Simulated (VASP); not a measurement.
Set up this calculation in VASP 6.6.1, as the native input.

```yaml
Task: relaxation of cell and atoms
Functional: PBE
Potentials_or_basis: VASP PAW PBE potentials, release 64 (Zn)
Cutoff: 600 eV
k_mesh: 16 × 16 × 9
Occupations: fermi-dirac, width 0.1 eV
Spin: no spin polarisation
Target_pressure: -0.51 GPa
Dipole_correction: no
Further_INCAR_settings: ALGO = Normal; EDIFF = 1e-06; IBRION = 2; EDIFFG = -0.005; NSW = 32; ISIF = 3
```

The structure of Zn lies in POSCAR:

```
Zn
1.0
    2.6686296908      0.0000000000      0.0000000000
   -1.3343148454      2.3111011055      0.0000000000
    0.0000000000      0.0000000000      4.9352405036
Zn
2
Direct
    0.3333333333      0.6666666667      0.2500000000
    0.6666666667      0.3333333333      0.7500000000
```

One way to write it, as run:

INCAR

```
ALGO = Normal
EDIFF = 1E-6
EDIFFG = -0.005
ENCUT = 600
GGA = PE
IBRION = 2
ISIF = 3
ISMEAR = -1
LASPH = T
LCHARG = F
LREAL = F
LWAVE = F
NELM = 100
NSW = 32
PREC = Accurate
PSTRESS = -5.1
SIGMA = 0.1
```

KPOINTS

```
k-points
0
Gamma
  16 16 9
```

Potentials or basis: VASP PAW PBE potentials, release 64 (Zn).

Command:

```bash
$ cat potpaw_PBE.64/Zn/POTCAR > POTCAR
$ mpirun -np 1 vasp_std > vasp.out
```

It gave:

```yaml
Relaxed_volume: 15.27 Å³/atom
Relaxed_cell: a = 2.672 Å, b = 2.672 Å, c = 4.939 Å, α = 90.00°, β = 90.00°, γ = 120.00°
Space_group_after_relaxing_to_0.1_Å: P6_3/mmc (No. 194)
Energy_change_on_relaxing_the_run_minimises_the_enthalpy: +0.1 meV/atom
Ionic_steps: 3
Pressure_after_relaxing: -0.5 GPa
Band_gap_on_the_k_mesh: zero (bands 12 and 13 overlap by 4.29 eV)
```

Caveat: the cell is relaxed towards a set pressure, so the run minimises the enthalpy, not the energy.

Run time: 4.1 min on 1 thread of Intel Xeon 8259CL, with other jobs on the host, peak memory 0.22 GiB.
